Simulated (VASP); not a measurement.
# Ru (P6_3/mmc) in VASP: a series of runs

The runs below take Ru through single point, relaxation of cell and atoms, with PBEsol.

Everything below comes from runs of VASP 6.6.1. Logs are shortened: lines on timing, memory, paths and dates and some standing lists are left out, and cuts for length are marked.

## 1. The cell of the first run

The structure is hexagonal, space group P6_3/mmc (No. 194). The conventional cell has a = 2.690 Å, b = 2.690 Å, c = 4.252 Å, α = 90.00°, β = 90.00°, γ = 120.00°. Within 3.5 Å of Ru (site symmetry -6m2) lie 12 Ru at 2.63 to 2.69 Å.

## 2. Single point, PBEsol

The input, INCAR:

```
SYSTEM = Ru
  PREC = Accurate
  ENCUT = 520
  EDIFF = 1E-6
  ISMEAR = 0
  SIGMA = 0.1
  LREAL = .FALSE.
  LASPH = .TRUE.
  NELM = 80
  ALGO = Normal
  ISIF = 2
  LWAVE = .FALSE.
  LCHARG = .TRUE.
  GGA = PS
  LELF = .TRUE.
  LVHAR = .TRUE.
  NBANDS = 21
```

The input, KPOINTS:

```
regular mesh
0
G
  18 18 10
  0 0 0
```

The input, POSCAR:

```
Ru
1.0
    2.6895239993      0.0000000000      0.0000000000
   -1.3447619996      2.3291961074      0.0000000000
    0.0000000000      0.0000000000      4.2519209527
Ru
2
Direct
    0.3333333333      0.6666666667      0.2500000000
    0.6666666667      0.3333333333      0.7500000000
```

Potentials or basis: VASP PAW PBE potentials, release 64 (Ru_pv).

Command:

```bash
$ cat potpaw_PBE.64/Ru_pv/POTCAR > POTCAR
$ mpirun -np 1 vasp_std > vasp.out
```

OUTCAR:

```text
SYSTEM = Ru
   PREC = Accurate
   ENCUT = 520
   EDIFF = 1E-6
   ISMEAR = 0
   LREAL = .FALSE.
   LASPH = .TRUE.
   NELM = 80
   ISIF = 2
   GGA = PS

 ion  position               nearest neighbor table
   1  0.333  0.667  0.250-   2 2.63   2 2.63   2 2.63   2 2.63   2 2.63   2 2.63
   2  0.667  0.333  0.750-   1 2.63   1 2.63   1 2.63   1 2.63   1 2.63   1 2.63

  LATTYP: Found a hexagonal cell.
 ALAT       =     2.6895239993
 C/A-ratio  =     1.5809195061

  Lattice vectors:

 A1 = (   2.6895239993,   0.0000000000,   0.0000000000)
 A2 = (  -1.3447619996,   2.3291961074,   0.0000000000)
 A3 = (   0.0000000000,   0.0000000000,   4.2519209527)

Analysis of symmetry for initial positions (statically):
=====================================================================
 Subroutine PRICEL returns:
 Original cell was already a primitive cell.

 Routine SETGRP: Setting up the symmetry group for a
 hexagonal supercell.

 Subroutine GETGRP returns: Found 24 space group operations
 (whereof 12 operations were pure point group operations)
 out of a pool of 24 trial point group operations.

The static configuration has the point symmetry D_3d.
 The point group associated with its full space group is D_6h.

Analysis of symmetry for dynamics (positions and initial velocities):
=====================================================================
 Subroutine PRICEL returns:
 Original cell was already a primitive cell.

 Routine SETGRP: Setting up the symmetry group for a
 hexagonal supercell.

 Subroutine GETGRP returns: Found 24 space group operations
 (whereof 12 operations were pure point group operations)
 out of a pool of 24 trial point group operations.

The dynamic configuration has the point symmetry D_3d.
 The point group associated with its full space group is D_6h.

 Subroutine INISYM returns: Found 24 space group operations
 (whereof 12 operations are pure point group operations),
 and found     1 'primitive' translations

----------------------------------------------------------------------------------------

                                     Primitive cell

  volume of cell :      26.6359

  direct lattice vectors                    reciprocal lattice vectors
     2.689523999  0.000000000  0.000000000     0.371813005  0.214666338  0.000000000
    -1.344762000  2.329196107  0.000000000     0.000000000  0.429332677  0.000000000
     0.000000000  0.000000000  4.251920953     0.000000000  0.000000000  0.235187815

  length of vectors
     2.689523999  2.689523999  4.251920953     0.429332677  0.429332677  0.235187815

  position of ions in fractional coordinates (direct lattice)
     0.333333333  0.666666667  0.250000000
     0.666666667  0.333333333  0.750000000

  ion indices of the primitive-cell ions
   primitive index   ion index
                 1           1
                 2           2

----------------------------------------------------------------------------------------

 KPOINTS: regular mesh

Automatic generation of k-mesh.
 Grid dimensions read from file:
 generate k-points for:   18   18   10

 Generating k-lattice:

  Cartesian coordinates                     Fractional coordinates (reciprocal lattice)
     0.020656278  0.011925908  0.000000000     0.055555556  0.000000000  0.000000000
     0.000000000  0.023851815  0.000000000     0.000000000  0.055555556  0.000000000
     0.000000000  0.000000000  0.023518782     0.000000000  0.000000000  0.100000000

  Length of vectors
     0.023851815  0.023851815  0.023518782

  Shift w.r.t. Gamma in fractional coordinates (k-lattice)
     0.000000000  0.000000000  0.000000000

 Subroutine IBZKPT returns following result:
 ===========================================

 Found    222 irreducible k-points:

 Following reciprocal coordinates:
            Coordinates               Weight
  0.000000  0.000000  0.000000      1.000000
  0.055556  0.000000  0.000000      6.000000
  0.111111  0.000000  0.000000      6.000000
  0.166667 -0.000000  0.000000      6.000000
  0.222222  0.000000  0.000000      6.000000
  0.277778 -0.000000  0.000000      6.000000
[... 16 lines left out ...]
  0.333333  0.111111  0.000000     12.000000
  0.388889  0.111111  0.000000     12.000000
 [... further k-points ...]
   k-points           NKPTS =    222   k-points in BZ     NKDIM =    222   number of bands    NBANDS=     21
   number of dos      NEDOS =    301   number of ions     NIONS =      2
   total plane-waves  NPLWV =  12800
   dimension x,y,z NGX =    20 NGY =   20 NGZ =   32
   dimension x,y,z NGXF=    40 NGYF=   40 NGZF=   64
   ions per type =               2
   NGX,Y,Z   is equivalent  to a cutoff of  12.36, 12.36, 12.51 a.u.
   NGXF,Y,Z  is equivalent  to a cutoff of  24.72, 24.72, 25.02 a.u.
 SYSTEM =  Ru
   PREC   = accura    normal or accurate (medium, high low for compatibility)
   ISTART =      0    job   : 0-new  1-cont  2-samecut
   ICHARG =      2    charge: 1-file 2-atom 10-const
   ISPIN  =      1    spin polarized calculation?
   LNONCOLLINEAR =      F non collinear calculations
   LSORBIT =      F    spin-orbit coupling
   LASPH  =      T    aspherical Exc in radial PAW
   ENCUT  =  520.0 eV  38.22 Ry    6.18 a.u.   5.00  5.00  7.91*2*pi/ulx,y,z
   NELM   =     80;   NELMIN=  2; NELMDL= -5     # of ELM steps
   EDIFF  = 0.1E-05   stopping-criterion for ELM
   LREAL  =      F    real-space projection
   EDIFFG = 0.1E-04   stopping-criterion for IOM
   NSW    =      0    number of steps for IOM
   IBRION =     -1    ionic relax: 0-MD 1-quasi-New 2-CG
   NFREE  =      0    steps in history (QN), initial steepest desc. (CG)
   ISIF   =      2    stress and relaxation
   ISYM   =      2    0-nonsym 1-usesym 2-fastsym
   POTIM  = 0.5000    time-step for ionic-motion
   TEBEG  =    0.0;   TEEND  =   0.0 temperature during run
   PSTRESS=    0.0 pullay stress
   NELECT =      28.0000    total number of electrons
   NUPDOWN=      -1.0000    fix difference up-down
   EMIN   =  10.00;   EMAX   =-10.00  energy-range for DOS
   EFERMI =   0.00;   METHOD = LEGACY
   ISMEAR =     0;   SIGMA  =   0.10  broadening in eV -4-tet -1-fermi 0-gaus
   EFERMI_NEDOS =   21; number of points for ismear=-14 and -15
   IALGO  =     38    algorithm
   IMIX   =      4    mixing-type and parameters
     AMIX     =   0.40;   BMIX     =  1.00
     AMIX_MAG =   1.60;   BMIX_MAG =  1.00
  volume/ion in A,a.u.               =      13.32        89.87
  Fermi-wavevector in a.u.,A,eV,Ry     =   1.664582  3.145605 37.699491  2.770834
  Thomas-Fermi vector in A             =   2.751101
   LORBIT       =      0    0 simple, 1 ext, 2 COOP (PROOUT), +10 PAW based schemes
   GGA     = PS    functional components
   LHFCALC =     F    Hartree Fock is set to
   AEXX    =    0.0000 exact exchange contribution
   IVDW    =     0    specifies the selected vdW correction
   LEPSILON=     F    determine dielectric tensor
   LRPA    =     F    only Hartree local field effects (RPA)
 non-spin polarized calculation
 Gauss-broadening in eV      SIGMA  =   0.10
  energy-cutoff  :      520.00
  volume of cell :       26.64
 maximum number of plane-waves:       738
 NGX is ok and might be reduce to    20
   NGX =  9   NGY =  9   NGZ = 15

 number of electron      27.9999997 magnetization

 Free energy of the ion-electron system (eV)
  ---------------------------------------------------
  ext. energy  EPLUGINS =         0.00000000
  ---------------------------------------------------
  free energy    TOTEN  =       -20.34508773 eV

  energy without entropy =      -20.33623416  energy(sigma->0) =      -20.34066094

 E-fermi :  13.0478     XC(G=0): -14.4000

 val. band max:       13.0477593667   @ k =   0.1667   0.1111   0.3000
 cond. band min:      13.0494115226   @ k =   0.4444   0.1111   0.5000
 fundamental gap:      0.0016521559
 Fermi energy:        13.0478065751

 k-point     1 :       0.0000    0.0000    0.0000
  band No.  band energies     occupation
      1     -30.6232      2.00000
      2     -29.6214      2.00000
      3     -29.6214      2.00000
      4     -29.4389      2.00000
      5     -29.4389      2.00000
      6     -29.3951      2.00000
[... 13 lines left out ...]
     20      23.3157      0.00000
     21      23.6239      0.00000

 k-point     2 :       0.0556    0.0000    0.0000
  band No.  band energies     occupation
      1     -30.6118      2.00000
      2     -29.6456      2.00000
      3     -29.6296      2.00000
      4     -29.4643      2.00000
      5     -29.4422      2.00000
      6     -29.4003      2.00000
[... 13 lines left out ...]
     20      23.3157      0.00000
     21      23.6084      0.00000

 k-point     3 :       0.1111    0.0000    0.0000
  band No.  band energies     occupation
      1     -30.5786      2.00000
      2     -29.7153      2.00000
      3     -29.6529      2.00000
      4     -29.5364      2.00000
      5     -29.4518      2.00000
      6     -29.4160      2.00000
[... 13 lines left out ...]
     20      23.3156      0.00000
     21      23.5590      0.00000

 k-point     4 :       0.1667   -0.0000    0.0000
  band No.  band energies     occupation
      1     -30.5253      2.00000
      2     -29.8220      2.00000
      3     -29.6875      2.00000
      4     -29.6449      2.00000
      5     -29.4674      2.00000
      6     -29.4424      2.00000
[... 13 lines left out ...]
     20      23.3156      0.00000
     21      23.4798      0.00000

 k-point     5 :       0.2222    0.0000    0.0000
  band No.  band energies     occupation
      1     -30.4555      2.00000
      2     -29.9529      2.00000
      3     -29.7746      2.00000
      4     -29.7287      2.00000
      5     -29.4876      2.00000
      6     -29.4792      2.00000
[... 13 lines left out ...]
     20      23.3154      0.00000
     21      23.4029      0.00000
[... 382 lines left out ...]
     20      23.3150      0.00000
     21      23.3742      0.00000

 k-point    22 :       0.2778    0.1111    0.0000
  band No.  band energies     occupation
      1     -30.2605      2.00000
      2     -30.2081      2.00000
      3     -30.0639      2.00000
      4     -29.8257      2.00000
      5     -29.5967      2.00000
      6     -29.5861      2.00000
[... 13 lines left out ...]
     20      23.3138      0.00000
     21      23.3402      0.00000

 k-point    23 :       0.3333    0.1111    0.0000
  band No.  band energies     occupation
      1     -30.3074      2.00000
      2     -30.1764      2.00000
      3     -30.1309      2.00000
      4     -29.8761      2.00000
      5     -29.6552      2.00000
      6     -29.6087      2.00000
[... 13 lines left out ...]
     20      23.3147      0.00000
     21      24.0155      0.00000

 k-point    24 :       0.3889    0.1111    0.0000
  band No.  band energies     occupation
      1     -30.3719      2.00000
      2     -30.1745      2.00000
      3     -30.1081      2.00000
      4     -29.9084      2.00000
      5     -29.7066      2.00000
      6     -29.6234      2.00000
[... 13 lines left out ...]
     20      23.3133      0.00000
     21      24.3484      0.00000

 [... further k-points ...]

------------------------ aborting loop because EDIFF is reached ----------------------------------------

  FORCE on cell =-STRESS in cart. coord.  units (eV):
  Direction    XX          YY          ZZ          XY          YZ          ZX
  --------------------------------------------------------------------------------------
  -------------------------------------------------------------------------------------
  Total       -0.0023941     -0.0023941      0.0017360     -0.0000000     -0.0000000      0.0000000
  in kB       -0.1440054     -0.1440054      0.1044253     -0.0000000     -0.0000000      0.0000000
  external PRESSURE =      -0.0611952 kB  Pullay stress =       0.0000000 kB

 VOLUME and BASIS-vectors are now :
 -----------------------------------------------------------------------------
  energy-cutoff  :      520.00
  volume of cell :       26.64
      direct lattice vectors                 reciprocal lattice vectors
     2.689523999  0.000000000  0.000000000     0.371813005  0.214666338  0.000000000
    -1.344762000  2.329196107  0.000000000     0.000000000  0.429332677  0.000000000
     0.000000000  0.000000000  4.251920953     0.000000000  0.000000000  0.235187815

 POSITION                                       TOTAL-FORCE (eV/Angst)
 -----------------------------------------------------------------------------------
     -0.00000      1.55280      1.06298         0.000000      0.000000      0.000000
      1.34476      0.77640      3.18894        -0.000000      0.000000      0.000000
 -----------------------------------------------------------------------------------
    total drift:                               -0.000000      0.000000     -0.000000

  FREE ENERGIE OF THE ION-ELECTRON SYSTEM (eV)
  ---------------------------------------------------
  free  energy   TOTEN  =       -20.3450877263 eV

  energy  without entropy=      -20.3362341557  energy(sigma->0) =      -20.34066094
```

Wall time 39 s (1 thread of AMD EPYC 9R45 (Zen 5), shared host); peak memory 0.18 GiB.

What came out:

```yaml
Free_energy: -20.3451 eV
Pressure: 0.0 GPa
Band_gap_on_the_k_mesh: zero (bands 14 and 15 overlap by 3.22 eV)
```

Caveat: the PAW data sets were made with another functional, which shifts forces and pressure a little.

[end of part 1 of 2]
